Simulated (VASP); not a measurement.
# SiO2 in VASP: a series of runs

Aim: see how the results for SiO2 move with the level of theory and the settings. Levels: PBE, r2SCAN. Tasks: single point.

Everything below comes from runs of VASP 6.6.1. Logs are shortened: lines on timing, memory, paths and dates and some standing lists are left out, and cuts for length are marked.

### Step 1. The cell of the first run

The structure is tetragonal, space group I4/mmm (No. 139). Conventional cell: a = 3.202 Å, b = 3.202 Å, c = 4.392 Å, α = 90.00°, β = 90.00°, γ = 90.00°. Within 2.6 Å of Si (site symmetry 4/mmm) lie 8 O at 1.94 Å. Within 2.6 Å of O (site symmetry -4m2) lie 4 Si at 1.94 Å and 6 O at 2.20 to 2.26 Å.

### Step 2. Single point, PBE (uniaxial z strain -3.0%)

File INCAR:

```
SYSTEM = SiO2
PREC = Accurate
ENCUT = 520
EDIFF = 1E-7
ISMEAR = -1
SIGMA = 0.02
LREAL = .False.
LASPH = .True.
NELM = 100
ALGO = Normal
ISIF = 2
LWAVE = .False.
LCHARG = .True.
GGA = PE
LELF = .True.
LVHAR = .True.
NBANDS = 15
```

File KPOINTS:

```
regular mesh
0
Gamma
  10 10 10
  0 0 0
```

File POSCAR:

```
SiO2
1.0
    0.0000000000      2.2641691178      2.1962440442
    2.2641691178      0.0000000000      2.1962440442
    2.2641691178      2.2641691178      0.0000000000
Si O
1 2
Direct
    0.0000000000      0.0000000000      0.0000000000
    0.2500000000      0.2500000000      0.2500000000
    0.7500000000      0.7500000000      0.7500000000
```

Potentials or basis: VASP PAW PBE potentials, release 64 (Si, O).

Launch:

```
$ cat potpaw_PBE.64/Si/POTCAR potpaw_PBE.64/O/POTCAR > POTCAR
$ mpirun -np 1 vasp_std > vasp.out
```

OUTCAR:

```text
SYSTEM = SiO2
   PREC = Accurate
   ENCUT = 520
   EDIFF = 1E-7
   ISMEAR = -1
   LREAL = .False.
   LASPH = .True.
   NELM = 100
   ISIF = 2
   GGA = PE

 ion  position               nearest neighbor table
   1  0.000  0.000  0.000-   3 1.94   3 1.94   3 1.94   2 1.94   3 1.94   2 1.94   2 1.94   2 1.94

   2  0.250  0.250  0.250-   1 1.94   1 1.94   1 1.94   1 1.94
   3  0.750  0.750  0.750-   1 1.94   1 1.94   1 1.94   1 1.94

  LATTYP: Found a body centered tetragonal cell.
 ALAT       =     3.2020186739
 C/A-ratio  =     1.3717871555

  Lattice vectors:

 A1 = (   0.0000000000,  -2.2641691178,  -2.1962440442)
 A2 = (   0.0000000000,   2.2641691178,  -2.1962440442)
 A3 = (   2.2641691178,   0.0000000000,   2.1962440442)

Analysis of symmetry for initial positions (statically):
=====================================================================
 Subroutine PRICEL returns:
 Original cell was already a primitive cell.

 Routine SETGRP: Setting up the symmetry group for a
 body centered tetragonal supercell.

 Subroutine GETGRP returns: Found 16 space group operations
 (whereof 16 operations were pure point group operations)
 out of a pool of 16 trial point group operations.

The static configuration has the point symmetry D_4h.

Analysis of symmetry for dynamics (positions and initial velocities):
=====================================================================
 Subroutine PRICEL returns:
 Original cell was already a primitive cell.

 Routine SETGRP: Setting up the symmetry group for a
 body centered tetragonal supercell.

 Subroutine GETGRP returns: Found 16 space group operations
 (whereof 16 operations were pure point group operations)
 out of a pool of 16 trial point group operations.

The dynamic configuration has the point symmetry D_4h.

 Subroutine INISYM returns: Found 16 space group operations
 (whereof 16 operations are pure point group operations),
 and found     1 'primitive' translations

----------------------------------------------------------------------------------------

                                     Primitive cell

  volume of cell :      22.5179

  direct lattice vectors                    reciprocal lattice vectors
     0.000000000  2.264169118  2.196244044    -0.220831561  0.220831561  0.227661403
     2.264169118  0.000000000  2.196244044     0.220831561 -0.220831561  0.227661403
     2.264169118  2.264169118  0.000000000     0.220831561  0.220831561 -0.227661403

  length of vectors
     3.154354085  3.154354085  3.202018674     0.386474929  0.386474929  0.386474929

  position of ions in fractional coordinates (direct lattice)
     0.000000000  0.000000000  0.000000000
     0.250000000  0.250000000  0.250000000
     0.750000000  0.750000000  0.750000000

  ion indices of the primitive-cell ions
   primitive index   ion index
                 1           1
                 2           2
                 3           3

----------------------------------------------------------------------------------------

 KPOINTS: regular mesh

Automatic generation of k-mesh.
 Grid dimensions read from file:
 generate k-points for:   10   10   10

 Generating k-lattice:

  Cartesian coordinates                     Fractional coordinates (reciprocal lattice)
    -0.022083156  0.022083156  0.022766140     0.100000000  0.000000000  0.000000000
     0.022083156 -0.022083156  0.022766140     0.000000000  0.100000000  0.000000000
     0.022083156  0.022083156 -0.022766140    -0.000000000 -0.000000000  0.100000000

  Length of vectors
     0.038647493  0.038647493  0.038647493

  Shift w.r.t. Gamma in fractional coordinates (k-lattice)
     0.000000000  0.000000000  0.000000000

 Subroutine IBZKPT returns following result:
 ===========================================

 Found    102 irreducible k-points:

 Following reciprocal coordinates:
            Coordinates               Weight
  0.000000  0.000000  0.000000      1.000000
  0.100000  0.000000  0.000000      8.000000
  0.200000  0.000000  0.000000      8.000000
  0.300000  0.000000  0.000000      8.000000
  0.400000  0.000000  0.000000      8.000000
  0.500000 -0.000000  0.000000      4.000000
[... 16 lines left out ...]
  0.300000  0.300000  0.000000      2.000000
  0.400000  0.300000  0.000000      8.000000
 [... further k-points ...]
   k-points           NKPTS =    102   k-points in BZ     NKDIM =    102   number of bands    NBANDS=     15
   number of dos      NEDOS =    301   number of ions     NIONS =      3
   total plane-waves  NPLWV =  13824
   dimension x,y,z NGX =    24 NGY =   24 NGZ =   24
   dimension x,y,z NGXF=    48 NGYF=   48 NGZF=   48
   ions per type =               1   2
   NGX,Y,Z   is equivalent  to a cutoff of  12.65, 12.65, 12.46 a.u.
   NGXF,Y,Z  is equivalent  to a cutoff of  25.30, 25.30, 24.92 a.u.
 SYSTEM =  SiO2
   PREC   = accura    normal or accurate (medium, high low for compatibility)
   ISTART =      0    job   : 0-new  1-cont  2-samecut
   ICHARG =      2    charge: 1-file 2-atom 10-const
   ISPIN  =      1    spin polarized calculation?
   LNONCOLLINEAR =      F non collinear calculations
   LSORBIT =      F    spin-orbit coupling
   LASPH  =      T    aspherical Exc in radial PAW
   ENCUT  =  520.0 eV  38.22 Ry    6.18 a.u.   5.87  5.87  5.95*2*pi/ulx,y,z
   NELM   =    100;   NELMIN=  2; NELMDL= -5     # of ELM steps
   EDIFF  = 0.1E-06   stopping-criterion for ELM
   LREAL  =      F    real-space projection
   EDIFFG = 0.1E-05   stopping-criterion for IOM
   NSW    =      0    number of steps for IOM
   IBRION =     -1    ionic relax: 0-MD 1-quasi-New 2-CG
   NFREE  =      0    steps in history (QN), initial steepest desc. (CG)
   ISIF   =      2    stress and relaxation
   ISYM   =      2    0-nonsym 1-usesym 2-fastsym
   POTIM  = 0.5000    time-step for ionic-motion
   TEBEG  =    0.0;   TEEND  =   0.0 temperature during run
   PSTRESS=    0.0 pullay stress
   NELECT =      16.0000    total number of electrons
   NUPDOWN=      -1.0000    fix difference up-down
   EMIN   =  10.00;   EMAX   =-10.00  energy-range for DOS
   EFERMI =   0.00;   METHOD = LEGACY
   ISMEAR =    -1;   SIGMA  =   0.02  broadening in eV -4-tet -1-fermi 0-gaus
   EFERMI_NEDOS =   21; number of points for ismear=-14 and -15
   IALGO  =     38    algorithm
   IMIX   =      4    mixing-type and parameters
     AMIX     =   0.40;   BMIX     =  1.00
     AMIX_MAG =   1.60;   BMIX_MAG =  1.00
  volume/ion in A,a.u.               =       7.51        50.65
  Fermi-wavevector in a.u.,A,eV,Ry     =   1.460849  2.760605 29.035926  2.134080
  Thomas-Fermi vector in A             =   2.577250
   LORBIT       =      0    0 simple, 1 ext, 2 COOP (PROOUT), +10 PAW based schemes
   GGA     = PE    functional components
   LHFCALC =     F    Hartree Fock is set to
   AEXX    =    0.0000 exact exchange contribution
   IVDW    =     0    specifies the selected vdW correction
   LEPSILON=     F    determine dielectric tensor
   LRPA    =     F    only Hartree local field effects (RPA)
 non-spin polarized calculation
  energy-cutoff  :      520.00
  volume of cell :       22.52
 maximum number of plane-waves:       620
   NGX = 11   NGY = 11   NGZ = 11

 number of electron      16.0000007 magnetization

 Free energy of the ion-electron system (eV)
  ---------------------------------------------------
  ext. energy  EPLUGINS =         0.00000000
  ---------------------------------------------------
  free energy    TOTEN  =       -19.78354091 eV

  energy without entropy =      -19.78354091  energy(sigma->0) =      -19.78354091

 E-fermi :  10.9079     XC(G=0): -12.5732

 val. band max:       10.4693823919   @ k =   0.5000   0.5000   0.0000
 cond. band min:      11.8800410904   @ k =   0.5000   0.5000   0.0000
 fundamental gap:      1.4106586984
 Fermi energy:        10.9079187958

 k-point     1 :       0.0000    0.0000    0.0000
  band No.  band energies     occupation
      1     -13.2237      2.00000
      2      -5.9412      2.00000
      3       3.9682      2.00000
      4       4.1634      2.00000
      5       4.1634      2.00000
      6       7.5602      2.00000
      7       7.5602      2.00000
      8       8.3278      2.00000
      9      12.7603      0.00000
     10      16.0221      0.00000
     11      16.2457      0.00000
     12      16.2457      0.00000
     13      22.1798      0.00000
     14      23.0404      0.00000
     15      25.2276      0.00000

 k-point     2 :       0.1000    0.0000    0.0000
  band No.  band energies     occupation
      1     -13.0743      2.00000
      2      -6.1474      2.00000
      3       3.9451      2.00000
      4       4.1063      2.00000
      5       4.1602      2.00000
      6       7.1432      2.00000
      7       7.3729      2.00000
      8       8.0373      2.00000
      9      13.4234      0.00000
     10      16.1895      0.00000
     11      16.4364      0.00000
     12      16.5262      0.00000
     13      22.4980      0.00000
     14      23.3370      0.00000
     15      25.7890      0.00000

 k-point     3 :       0.2000    0.0000    0.0000
  band No.  band energies     occupation
      1     -12.6330      2.00000
      2      -6.7397      2.00000
      3       3.7117      2.00000
      4       4.1379      2.00000
      5       4.1742      2.00000
      6       6.2848      2.00000
      7       6.8824      2.00000
      8       7.4298      2.00000
      9      14.6569      0.00000
     10      16.7824      0.00000
     11      17.1830      0.00000
     12      17.3422      0.00000
     13      23.2687      0.00000
     14      24.0062      0.00000
     15      26.9539      0.00000

 k-point     4 :       0.3000    0.0000    0.0000
  band No.  band energies     occupation
      1     -11.9242      2.00000
      2      -7.6413      2.00000
      3       3.3451      2.00000
      4       4.2547      2.00000
      5       4.3126      2.00000
      6       5.5286      2.00000
      7       6.2529      2.00000
      8       6.6940      2.00000
      9      15.6067      0.00000
     10      18.0607      0.00000
     11      18.4120      0.00000
     12      18.5774      0.00000
     13      24.0226      0.00000
     14      24.5153      0.00000
     15      27.4545      0.00000
[... 307 lines left out ...]
 k-point    22 :      -0.2000    0.2000    0.0000
  band No.  band energies     occupation
      1     -11.7578      2.00000
      2      -7.6042      2.00000
      3       1.6866      2.00000
      4       4.1419      2.00000
      5       4.8830      2.00000
      6       4.9677      2.00000
      7       5.5496      2.00000
      8       9.1717      2.00000
      9      15.4367      0.00000
     10      18.0378      0.00000
     11      18.1580      0.00000
     12      19.8353      0.00000
     13      22.9327      0.00000
     14      24.6549      0.00000
     15      29.0194      0.00000

 k-point    23 :       0.3000    0.3000    0.0000
  band No.  band energies     occupation
      1     -11.5008      2.00000
      2      -7.5497      2.00000
      3       1.5407      2.00000
      4       2.2690      2.00000
      5       2.2690      2.00000
      6       8.0635      2.00000
      7       8.5265      2.00000
      8       8.5265      2.00000
      9      12.7918      0.00000
     10      16.5398      0.00000
     11      20.8637      0.00000
     12      20.8637      0.00000
     13      23.6790      0.00000
     14      24.8053      0.00000
     15      31.4275      0.00000

 k-point    24 :       0.4000    0.3000    0.0000
  band No.  band energies     occupation
      1     -10.9161      2.00000
      2      -7.9683      2.00000
      3       0.4070      2.00000
      4       2.0367      2.00000
      5       2.0665      2.00000
      6       8.3998      2.00000
      7       8.5385      2.00000
      8       8.9376      2.00000
      9      12.7906      0.00000
     10      17.4674      0.00000
     11      21.7910      0.00000
     12      21.8609      0.00000
     13      23.0076      0.00000
     14      25.6298      0.00000
     15      30.7896      0.00000

 [... further k-points ...]

------------------------ aborting loop because EDIFF is reached ----------------------------------------

  FORCE on cell =-STRESS in cart. coord.  units (eV):
  Direction    XX          YY          ZZ          XY          YZ          ZX
  --------------------------------------------------------------------------------------
  -------------------------------------------------------------------------------------
  Total        1.2716554      1.2716554      6.2035714      0.0000000      0.0000000      0.0000000
  in kB       90.4798147     90.4798147    441.3915839      0.0000000      0.0000000      0.0000000
  external PRESSURE =     207.4504045 kB  Pullay stress =       0.0000000 kB

 VOLUME and BASIS-vectors are now :
 -----------------------------------------------------------------------------
  energy-cutoff  :      520.00
  volume of cell :       22.52
      direct lattice vectors                 reciprocal lattice vectors
     0.000000000  2.264169118  2.196244044    -0.220831561  0.220831561  0.227661403
     2.264169118  0.000000000  2.196244044     0.220831561 -0.220831561  0.227661403
     2.264169118  2.264169118  0.000000000     0.220831561  0.220831561 -0.227661403

 POSITION                                       TOTAL-FORCE (eV/Angst)
 -----------------------------------------------------------------------------------
      0.00000      0.00000      0.00000        -0.000000      0.000000      0.000000
      1.13208      1.13208      1.09812         0.000000      0.000000      0.000000
      3.39625      3.39625      3.29437        -0.000000     -0.000000      0.000000
 -----------------------------------------------------------------------------------
    total drift:                                0.000000      0.000000      0.000000

  FREE ENERGIE OF THE ION-ELECTRON SYSTEM (eV)
  ---------------------------------------------------
  free  energy   TOTEN  =       -19.7835409111 eV

  energy  without entropy=      -19.7835409111  energy(sigma->0) =      -19.78354091
```

Run time: 19 s. Hardware: 1 thread of Intel Xeon 6975P-C, shared host; peak memory 0.15 GiB.

What came out:

```yaml
Free_energy: -19.7835 eV
Pressure: 20.7 GPa
Band_gap_on_the_k_mesh: 1.41 eV, direct
```

Stress tensor (GPa, compression positive):
```
 9.05  0.00  0.00
 0.00  9.05  0.00
 0.00  0.00 44.14
```

Levels at points of the mesh, in eV from the valence-band top:
```
           k point  band 5  band 6  band 7  band 8  band 9  band 10  band 11  band 12
(0.00, 0.00, 0.00)   -6.31   -2.91   -2.91   -2.14    2.29     5.55     5.78     5.78
(0.50, 0.00, 0.00)   -5.75   -5.42   -5.10   -4.92    6.06     9.52    10.14    10.17
(0.50, 0.50, 0.00)   -8.92   -1.46   -1.46    0.00    1.41     8.00    11.27    13.01
(0.50, 0.00, 0.50)   -8.64   -1.62   -0.94   -0.45    1.96     8.40    11.06    12.74
```

Caveat: the cell differs from its parent crystal (uniaxial z strain -3.0%). A k mesh can miss the band edges.

### Step 3. Single point, PBE (epitaxial 111 strain +1.0%)

File INCAR:

```
ALGO = Normal
EDIFF = 1E-7
ENCUT = 520
GGA = PE
ISIF = 2
ISMEAR = -1
LASPH = True
LCHARG = False
LREAL = False
LWAVE = False
NBANDS = 15
NELM = 100
PREC = Accurate
SIGMA = 0.02
```

File KPOINTS:

```
k-points
0
Gamma
  10 10 10
```

File POSCAR:

```
SiO2
1.0
   -0.0695377410      2.2172730679      2.2172730679
    2.2172730679     -0.0695377410      2.2172730679
    2.2172730679      2.2172730679     -0.0695377410
Si O
1 2
Direct
    0.0000000000      0.0000000000      0.0000000000
    0.2493069066      0.2493069066      0.2493069066
    0.7506930934      0.7506930934      0.7506930934
```

Potentials or basis: VASP PAW PBE potentials, release 64 (Si, O).

Launch:

```
$ cat potpaw_PBE.64/Si/POTCAR potpaw_PBE.64/O/POTCAR > POTCAR
$ mpirun -np 1 vasp_std > vasp.out
```

It took 16 s on 1 thread of Intel Xeon 6975P-C, shared host; peak memory 0.15 GiB.

It converged, with:

```
Free energy            : -19.8865 eV
Pressure               : 16.2 GPa
Largest force          : 0.051 eV/Å
Band gap on the k mesh : 2.15 eV, direct
```

Forces on the atoms (eV/Å):
```
Si   0.000  0.000  0.000
O    0.029  0.029  0.029
O   -0.029 -0.029 -0.029
```

Stress tensor (GPa, compression positive):
```
16.18 -2.39 -2.39
-2.39 16.18 -2.39
-2.39 -2.39 16.18
```

Levels at points of the mesh, in eV from the valence-band top:
```tsv
k point	band 6	band 7	band 8	band 9	band 10	band 11
(0.00, 0.00, 0.00)	-2.67	-2.08	-2.08	2.51	5.59	5.59
(0.50, 0.00, 0.00)	-5.01	-4.67	-4.52	6.19	9.63	9.87
(0.50, 0.50, 0.00)	-1.19	-0.84	0.00	2.15	8.42	11.42
(0.50, 0.50, 0.50)	-5.26	-4.57	-4.57	6.53	10.35	10.35
```

Caveat: the cell differs from its parent crystal (epitaxial 111 strain +1.0%). A k mesh can miss the band edges.

### Step 4. Single point, r2SCAN (uniaxial z strain -3.0%)

File POSCAR:

```
SiO2
1.0
    0.0000000000      2.2641691178      2.1962440442
    2.2641691178      0.0000000000      2.1962440442
    2.2641691178      2.2641691178      0.0000000000
Si O
1 2
Direct
    0.0000000000      0.0000000000      0.0000000000
    0.2500000000      0.2500000000      0.2500000000
    0.7500000000      0.7500000000      0.7500000000
```

File INCAR.step1:

```
PREC = Accurate ; ENCUT = 520
ISMEAR = 0 ; SIGMA = 0.01
LREAL = F ; LASPH = T
NELM = 80 ; NBANDS = 15
GGA = PE ; ALGO = Normal
EDIFF = 1E-4 ; LWAVE = T
LCHARG = F
```

File INCAR.step2:

```
PREC = Accurate ; ENCUT = 520
EDIFF = 1E-6 ; ISMEAR = 0
SIGMA = 0.01 ; LREAL = F
LASPH = T ; NELM = 80
ALGO = Normal ; ISIF = 2
LWAVE = F ; LCHARG = F
METAGGA = R2SCAN ; LMIXTAU = T
NBANDS = 15 ; ISTART = 1
```

File KPOINTS:

```
Automatic mesh
0
Gamma
  10 10 10
```

Launch:

```
$ cat potpaw_PBE.64/Si/POTCAR potpaw_PBE.64/O/POTCAR > POTCAR
$ cp INCAR.step1 INCAR
$ mpirun -np 1 vasp_std > vasp.out
$ cp INCAR.step2 INCAR
$ mpirun -np 1 vasp_std > vasp.out
```

It took 54 s on 1 thread of Intel Xeon 6975P-C, shared host; peak memory 0.16 GiB.

It converged, with:

| Item | Value |
| --- | --- |
| Free energy | -25.7024 eV |
| Pressure | 10.9 GPa |
| Band gap on the k mesh | 2.02 eV, direct |

Stress tensor (GPa, compression positive):
```
-1.30  0.00  0.00
 0.00 -1.30  0.00
 0.00  0.00 35.34
```

Levels at points of the mesh, in eV from the valence-band top:
```tsv
k point	band 4	band 5	band 6	band 7	band 8	band 9	band 10	band 11	band 12	band 13
(0.00, 0.00, 0.00)	-6.53	-6.53	-3.01	-3.01	-2.22	3.01	6.30	6.54	6.54	12.74
(0.50, 0.00, 0.00)	-6.06	-5.90	-5.57	-5.26	-5.07	6.88	10.30	11.07	11.16	14.58
(0.50, 0.50, 0.00)	-9.15	-9.15	-1.52	-1.52	0.00	2.02	8.90	12.13	14.19	14.19
(0.50, 0.00, 0.50)	-9.02	-8.87	-1.69	-0.99	-0.45	2.60	9.32	11.94	13.89	13.94
```

Caveat: the cell differs from its parent crystal (uniaxial z strain -3.0%); the PAW data sets were made with another functional, which shifts forces and pressure a little.

(Continued in part 2 of 2.)
